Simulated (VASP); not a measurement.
# Ba (Im-3m) in VASP: notebook

Ba is run at these levels: PBE; tasks: relaxation of cell and atoms, single point.

Everything below comes from runs of VASP 6.6.1. Logs are shortened: lines on timing, memory, paths and dates and some standing lists are left out, and cuts for length are marked.

## (1) The cell of the first run

The structure is cubic, space group Im-3m (No. 229). The conventional cell has a = 5.013 Å, b = 5.013 Å, c = 5.013 Å, α = 90.00°, β = 90.00°, γ = 90.00°. Within 5.7 Å of Ba (site symmetry m-3m) lie 14 Ba at 4.34 to 5.01 Å.

## (2) Relaxation of cell and atoms, PBE

INCAR

```
PREC = Accurate
ENCUT = 600
EDIFF = 1E-7
ISMEAR = -1
SIGMA = 0.05
LREAL = False
LASPH = True
NELM = 60
ALGO = Normal
ISIF = 3
LWAVE = False
LCHARG = False
GGA = PE
IBRION = 2
NSW = 80
EDIFFG = -0.005
```

KPOINTS

```
Automatic mesh
0
Gamma
  6 6 6
```

POSCAR

```
Ba
1.0
   -2.5065000000      2.5065000000      2.5065000000
    2.5065000000     -2.5065000000      2.5065000000
    2.5065000000      2.5065000000     -2.5065000000
Ba
1
Direct
    0.0000000000      0.0000000000      0.0000000000
```

Potentials or basis: VASP PAW PBE potentials, release 64 (Ba_sv).

Started as:

```bash
> cat potpaw_PBE.64/Ba_sv/POTCAR > POTCAR
> mpirun -np 1 vasp_std > vasp.out
```

OUTCAR:

```text
PREC = Accurate
   ENCUT = 600
   EDIFF = 1E-7
   ISMEAR = -1
   LREAL = False
   LASPH = True
   NELM = 60
   ISIF = 3
   GGA = PE
   IBRION = 2
   NSW = 80
   EDIFFG = -0.005

 ion  position               nearest neighbor table
   1  0.000  0.000  0.000-

  LATTYP: Found a body centered cubic cell.
 ALAT       =     5.0130000000

  Lattice vectors:

 A1 = (  -2.5065000000,   2.5065000000,   2.5065000000)
 A2 = (   2.5065000000,  -2.5065000000,   2.5065000000)
 A3 = (   2.5065000000,   2.5065000000,  -2.5065000000)

Analysis of symmetry for initial positions (statically):
=====================================================================
 Subroutine PRICEL returns:
 Original cell was already a primitive cell.

 Routine SETGRP: Setting up the symmetry group for a
 body centered cubic supercell.

 Subroutine GETGRP returns: Found 48 space group operations
 (whereof 48 operations were pure point group operations)
 out of a pool of 48 trial point group operations.

The static configuration has the point symmetry O_h .

Analysis of symmetry for dynamics (positions and initial velocities):
=====================================================================
 Subroutine PRICEL returns:
 Original cell was already a primitive cell.

 Routine SETGRP: Setting up the symmetry group for a
 body centered cubic supercell.

 Subroutine GETGRP returns: Found 48 space group operations
 (whereof 48 operations were pure point group operations)
 out of a pool of 48 trial point group operations.

The dynamic configuration has the point symmetry O_h .

 Subroutine INISYM returns: Found 48 space group operations
 (whereof 48 operations are pure point group operations),
 and found     1 'primitive' translations

----------------------------------------------------------------------------------------

                                     Primitive cell

  volume of cell :      62.9888

  direct lattice vectors                    reciprocal lattice vectors
    -2.506500000  2.506500000  2.506500000     0.000000000  0.199481348  0.199481348
     2.506500000 -2.506500000  2.506500000     0.199481348  0.000000000  0.199481348
     2.506500000  2.506500000 -2.506500000     0.199481348  0.199481348  0.000000000

  length of vectors
     4.341385349  4.341385349  4.341385349     0.282109228  0.282109228  0.282109228

  position of ions in fractional coordinates (direct lattice)
     0.000000000  0.000000000  0.000000000

  ion indices of the primitive-cell ions
[... 57 lines left out ...]
   ISTART =      0    job   : 0-new  1-cont  2-samecut
   ICHARG =      2    charge: 1-file 2-atom 10-const
   ISPIN  =      1    spin polarized calculation?
   LNONCOLLINEAR =      F non collinear calculations
   LSORBIT =      F    spin-orbit coupling
   LASPH  =      T    aspherical Exc in radial PAW
   ENCUT  =  600.0 eV  44.10 Ry    6.64 a.u.   8.67  8.67  8.67*2*pi/ulx,y,z
   NELM   =     60;   NELMIN=  2; NELMDL= -5     # of ELM steps
   EDIFF  = 0.1E-06   stopping-criterion for ELM
   LREAL  =      F    real-space projection
   EDIFFG = -.5E-02   stopping-criterion for IOM
   NSW    =     80    number of steps for IOM
   IBRION =      2    ionic relax: 0-MD 1-quasi-New 2-CG
   NFREE  =      1    steps in history (QN), initial steepest desc. (CG)
   ISIF   =      3    stress and relaxation
   ISYM   =      2    0-nonsym 1-usesym 2-fastsym
   POTIM  = 0.5000    time-step for ionic-motion
   TEBEG  =    0.0;   TEEND  =   0.0 temperature during run
   PSTRESS=    0.0 pullay stress
   NELECT =      10.0000    total number of electrons
   NUPDOWN=      -1.0000    fix difference up-down
   EMIN   =  10.00;   EMAX   =-10.00  energy-range for DOS
   EFERMI =   0.00;   METHOD = LEGACY
   ISMEAR =    -1;   SIGMA  =   0.05  broadening in eV -4-tet -1-fermi 0-gaus
   EFERMI_NEDOS =   21; number of points for ismear=-14 and -15
   IALGO  =     38    algorithm
   IMIX   =      4    mixing-type and parameters
     AMIX     =   0.40;   BMIX     =  1.00
     AMIX_MAG =   1.60;   BMIX_MAG =  1.00
  volume/ion in A,a.u.               =      62.99       425.07
  Fermi-wavevector in a.u.,A,eV,Ry     =   0.886449  1.675146 10.691349  0.785792
  Thomas-Fermi vector in A             =   2.007617
   LORBIT       =      0    0 simple, 1 ext, 2 COOP (PROOUT), +10 PAW based schemes
   GGA     = PE    functional components
   LHFCALC =     F    Hartree Fock is set to
   AEXX    =    0.0000 exact exchange contribution
   IVDW    =     0    specifies the selected vdW correction
   LEPSILON=     F    determine dielectric tensor
   LRPA    =     F    only Hartree local field effects (RPA)
 conjugate gradient relaxation of ions
 non-spin polarized calculation
  energy-cutoff  :      600.00
  volume of cell :       62.99
 maximum number of plane-waves:      2123
 NGX is ok and might be reduce to    36
   NGX = 17   NGY = 17   NGZ = 17

--------------------------------------- Ionic step        1  -------------------------------------------

 number of electron      10.0000001 magnetization

 Free energy of the ion-electron system (eV)
  ---------------------------------------------------
  ext. energy  EPLUGINS =         0.00000000
  ---------------------------------------------------
  free energy    TOTEN  =        -1.90633843 eV

  energy without entropy =       -1.89251123  energy(sigma->0) =       -1.89942483

------------------------ aborting loop because EDIFF is reached ----------------------------------------

  FORCE on cell =-STRESS in cart. coord.  units (eV):
  Direction    XX          YY          ZZ          XY          YZ          ZX
  --------------------------------------------------------------------------------------
  -------------------------------------------------------------------------------------
  Total        0.0722795      0.0722795      0.0722795      0.0000000      0.0000000     -0.0000000
  in kB        1.8384946      1.8384946      1.8384946      0.0000000      0.0000000     -0.0000000
  external PRESSURE =       1.8384946 kB  Pullay stress =       0.0000000 kB
[... 57 lines left out ...]
--------------------------------------- Ionic step        3  -------------------------------------------

 number of electron      10.0000001 magnetization

 Free energy of the ion-electron system (eV)
  ---------------------------------------------------
  ext. energy  EPLUGINS =         0.00000000
  ---------------------------------------------------
  free energy    TOTEN  =        -1.90707734 eV

  energy without entropy =       -1.89380113  energy(sigma->0) =       -1.90043923

 E-fermi :   1.6077     XC(G=0):  -7.3453

 val. band max:        1.4955663217   @ k =  -0.3333   0.5000   0.1667
 cond. band min:       1.6271712199   @ k =   0.3333   0.1667   0.1667
 fundamental gap:      0.1316048982
 Fermi energy:         1.6077184846

 k-point     1 :       0.0000    0.0000    0.0000
  band No.  band energies     occupation
      1     -27.3438      2.00000
      2     -12.3043      2.00000
      3     -12.3043      2.00000
      4     -12.3043      2.00000
      5      -1.1600      2.00000
      6       3.3873      0.00000
      7       3.3873      0.00000
      8       3.3873      0.00000
      9       4.7588      0.00000
[... 206 lines left out ...]
  FREE ENERGIE OF THE ION-ELECTRON SYSTEM (eV)
  ---------------------------------------------------
  free  energy   TOTEN  =        -1.9070773411 eV

  energy  without entropy=       -1.8938011261  energy(sigma->0) =       -1.90043923

 reached required accuracy - stopping structural energy minimisation
```

CONTCAR:

```text
Ba
   1.00000000000000
    -2.5236352622606670    2.5236352622606670    2.5236352622606670
     2.5236352622606670   -2.5236352622606670    2.5236352622606670
     2.5236352622606670    2.5236352622606670   -2.5236352622606670
  Ba
     1
Direct
     0.0000000000000000    0.0000000000000000    0.0000000000000000

  0.00000000E+00  0.00000000E+00  0.00000000E+00
```

Run time: 50 s. Hardware: 1 thread of Intel Xeon 8259CL, shared host; peak memory 0.2 GiB.

Results:

* Free energy: -1.9071 eV
* Relaxed volume: 64.29 Å³/atom
* Relaxed cell: a = 4.371 Å, b = 4.371 Å, c = 4.371 Å, α = 109.47°, β = 109.47°, γ = 109.47°
* Space group after relaxing (to 0.05 Å): Im-3m (No. 229)
* Energy gained by relaxing: 0.7 meV/atom
* Ionic steps: 3
* Pressure after relaxing: 0.0 GPa
* Band gap on the k mesh: zero (band 5 reaches 1.69 eV, above the bottom of band 6 at 1.06 eV)

The path:
| step | energy change (eV) | largest force (eV/Å) | pressure (GPa) | volume (Å³) |
| --- | --- | --- | --- | --- |
| 1 | 0.0000 | 0.0000 | 0.18 | 62.99 |
| 2 | -0.0006 | 0.0000 | 0.09 | 63.65 |
| 3 | -0.0007 | 0.0000 | 0.00 | 64.29 |

Final structure:
```
Ba
1.0
    -2.52364    2.52364    2.52364
     2.52364   -2.52364    2.52364
     2.52364    2.52364   -2.52364
Ba
1
Direct
  0.00000 0.00000 0.00000
```

Caveat: spin-orbit coupling is left out, which moves the levels of the heavy elements. PBE usually gives volumes a little too large and moduli too small.

## (3) Single point, PBE, non-collinear spin, zero start, spin-orbit coupling

INCAR

```
SYSTEM = Ba
PREC = Accurate ; ENCUT = 520
EDIFF = 1E-6 ; ISMEAR = -1
SIGMA = 0.05 ; LREAL = .False.
LASPH = .True. ; NELM = 150
ALGO = Fast ; ISIF = 2
LWAVE = .False. ; LCHARG = .False.
LNONCOLLINEAR = .True. ; MAGMOM = 0 0 0
LORBIT = 11 ; LSORBIT = .True.
GGA_COMPAT = .False. ; LORBMOM = .True.
GGA = PE ; NBANDS = 21
```

KPOINTS

```
Automatic mesh
0
Gamma
  6 6 6
  0 0 0
```

POSCAR is that of step 2.

Potentials or basis: VASP PAW PBE potentials, release 64 (Ba_sv).

Started as:

```bash
> cat potpaw_PBE.64/Ba_sv/POTCAR > POTCAR
> mpirun -np 1 vasp_ncl > vasp.out
```

It took 80 s on 1 thread of Intel Xeon 8259CL, shared host; peak memory 0.31 GiB.

The run converged. Its results:

```yaml
Free_energy: -2.1053 eV
Pressure: 0.2 GPa
Net_moment: 0.00 μB per cell
Valence_electrons_inside_the_program's_atomic_spheres: Ba 7.89
```

Moments on the atoms (μB; x, y, z):
```
Ba  0.00 0.00 0.00
```

## (4) Single point, PBE, non-collinear spin, zero start, spin-orbit coupling

This run uses another cell than the first one, of 63.85 Å³/atom, 1.014 times its volume.

INCAR

```
SYSTEM = Ba
PREC = Accurate ; ENCUT = 520
EDIFF = 1E-6 ; ISMEAR = -1
SIGMA = 0.05 ; LREAL = .FALSE.
LASPH = .TRUE. ; NELM = 150
ALGO = Normal ; ISIF = 2
LWAVE = .FALSE. ; LCHARG = .FALSE.
MAGMOM = 0 0 0 ; LORBIT = 11
LSORBIT = .TRUE. ; GGA_COMPAT = .FALSE.
LORBMOM = .TRUE. ; GGA = PE
NBANDS = 21
```

KPOINTS

```
regular mesh
0
G
  6 6 6
  0 0 0
```

POSCAR

```
Ba
1.0
   -2.5178520535      2.5178520535      2.5178520535
    2.5178520535     -2.5178520535      2.5178520535
    2.5178520535      2.5178520535     -2.5178520535
Ba
1
Direct
    0.0000000000      0.0000000000      0.0000000000
```

Started as:

```bash
> cat potpaw_PBE.64/Ba_sv/POTCAR > POTCAR
> mpirun -np 1 vasp_ncl > vasp.out
```

It took 62 s on 1 thread of Intel Xeon 8259CL, shared host; peak memory 0.31 GiB.

It converged, with:

| Item | Value |
| --- | --- |
| Free energy | -2.1058 eV |
| Pressure | 0.0 GPa |
| Net moment | 0.00 μB per cell |
| Valence electrons inside the program's atomic spheres | Ba 7.88 |

Moments on the atoms (μB; x, y, z):
```
Ba  0.00 0.00 0.00
```

## (5) Relaxation of cell and atoms, PBE, non-collinear spin, zero start, spin-orbit coupling

INCAR

```
  PREC = Accurate
  ENCUT = 600
  EDIFF = 1E-6
  ISMEAR = -1
  SIGMA = 0.05
  LREAL = False
  LASPH = True
  NELM = 150
  ALGO = Normal
  ISIF = 3
  LWAVE = False
  LCHARG = False
  LNONCOLLINEAR = True
  MAGMOM = 0 0 0
  LORBIT = 11
  LSORBIT = True
  GGA_COMPAT = False
  LORBMOM = True
  GGA = PE
  IBRION = 2
  NSW = 80
  EDIFFG = -0.005
```

KPOINTS

```
regular mesh
0
Gamma
  6 6 6
```

POSCAR

```
Ba
1.0
   -2.5065000000      2.5065000000      2.5065000000
    2.5065000000     -2.5065000000      2.5065000000
    2.5065000000      2.5065000000     -2.5065000000
Ba
1
Direct
    0.0000000000      0.0000000000      0.0000000000
```

Started as:

```bash
> cat potpaw_PBE.64/Ba_sv/POTCAR > POTCAR
> mpirun -np 1 vasp_ncl > vasp.out
```

Wall time 4.7 min (1 thread of Intel Xeon 8259CL, shared host); peak memory 0.39 GiB.

Results (log left out):

| Property | Result |
| --- | --- |
| Free energy | -2.1059 eV |
| Relaxed volume | 64.08 Å³/atom |
| Relaxed cell | a = 4.366 Å, b = 4.366 Å, c = 4.366 Å, α = 109.47°, β = 109.47°, γ = 109.47° |
| Space group after relaxing (to 0.05 Å) | Im-3m (No. 229) |
| Energy gained by relaxing | 0.5 meV/atom |
| Ionic steps | 4 |
| Pressure after relaxing | 0.0 GPa |
| Net moment | 0.00 μB per cell |
| Valence electrons inside the program's atomic spheres | Ba 7.88 |

Step by step:
| step | energy change (eV) | largest force (eV/Å) | pressure (GPa) | volume (Å³) |
| --- | --- | --- | --- | --- |
| 1 | 0.0000 | 0.0000 | 0.15 | 62.99 |
| 2 | -0.0004 | 0.0000 | 0.08 | 63.54 |
| 3 | -0.0005 | 0.0000 | -0.05 | 64.42 |
| 4 | -0.0005 | 0.0000 | 0.00 | 64.08 |

Final structure:
```
CELL_PARAMETERS angstrom
-2.52092 2.52092 2.52092
2.52092 -2.52092 2.52092
2.52092 2.52092 -2.52092
ATOMIC_POSITIONS crystal
Ba 0.00000 0.00000 0.00000
```

Moments on the atoms (μB; x, y, z):
```
Ba  0.00 0.00 0.00
```

PBE usually gives volumes a little too large and moduli too small. Zero-point motion and thermal expansion aren't in these numbers.

## (6) Overview

| task | spin | cell | cutoff (eV) | pressure (GPa) | moment (μB) | relaxed volume (Å³/atom) |
| --- | --- | --- | --- | --- | --- | --- |
| relaxation of cell and atoms | off | relaxed from a = 4.341 Å, angles 109.5°, 1 atom | 600 | 0.0 | - | 64.29 |
| single point | non-collinear, zero start, SOC | a = 4.341 Å, angles 109.5°, 1 atom | 520 | 0.2 | 0.00 | - |
| single point | non-collinear, zero start, SOC | a = 4.361 Å, angles 109.5°, 1 atom | 520 | 0.0 | 0.00 | - |
| relaxation of cell and atoms | non-collinear, zero start, SOC | relaxed from a = 4.341 Å, angles 109.5°, 1 atom | 600 | 0.0 | 0.00 | 64.08 |

Alike in all rows: level PBE; potentials or basis VASP PAW PBE potentials, release 64 (Ba_sv); k mesh 6 × 6 × 6; smearing fermi-dirac 0.05 eV.

Caveats: spin-orbit coupling is left out, which moves the levels of the heavy elements (some runs).

Absolute energies hang on the potentials; compare differences alone.
